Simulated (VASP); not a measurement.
GaSb: elastic constants with PBE

The system is GaSb.

```
Sb Ga
1.0
     0.00000    3.05900    3.05900
     3.05900    0.00000    3.05900
     3.05900    3.05900    0.00000
Sb Ga
1 1
Direct
  0.75000 0.75000 0.75000
  0.00000 0.00000 0.00000
```

| Quantity | Value |
| --- | --- |
| Program | VASP 6.6.1 |
| Task | elastic constants |
| Functional | PBE |
| Potentials or basis | VASP PAW PBE potentials, release 64 (Sb, Ga_d) |
| Cutoff | 600 eV |
| k mesh | 6 × 6 × 6 |
| Occupations | fermi-dirac, width 0.05 eV |
| Spin | no spin polarisation |
| Dipole correction | no |
| Ions in elastic constants | relaxed |
| Further INCAR settings | ALGO = Normal; EDIFF = 1e-08; NBANDS = 16; IBRION = 6; POTIM = 0.015; NSW = 1; ISIF = 3 |

* Elastic constants C11, C12, C44: 78, 37, 35 GPa
* Voigt bulk modulus: 51 GPa
* Highest phonon frequency at Γ, LO-TO splitting left out: 218 cm⁻¹

Phonon frequencies in cm⁻¹ (negative: imaginary):
| q point | frequencies |
| --- | --- |
| (0.000, 0.000, 0.000) | 0 0 0 218 218 218 |

Elastic tensor in Voigt notation (GPa, in the Cartesian axes of the cell as first typed):
```
78 37 37  0  0  0
37 78 37  0  0  0
37 37 78  0  0  0
 0  0  0 35  0  0
 0  0  0  0 35  0
 0  0  0  0  0 35
```

Clamped-ion elastic tensor (GPa):
```
78 37 37  0  0  0
37 78 37  0  0  0
37 37 78  0  0  0
 0  0  0 57  0  0
 0  0  0  0 57  0
 0  0  0  0  0 57
```

It took 6.5 min on 1 thread of Intel(R) Xeon(R) Platinum 8488C (Sapphire Rapids) (shared host), peak memory 0.3 GiB.

Caveat: the cell is under stress, which shifts elastic constants.
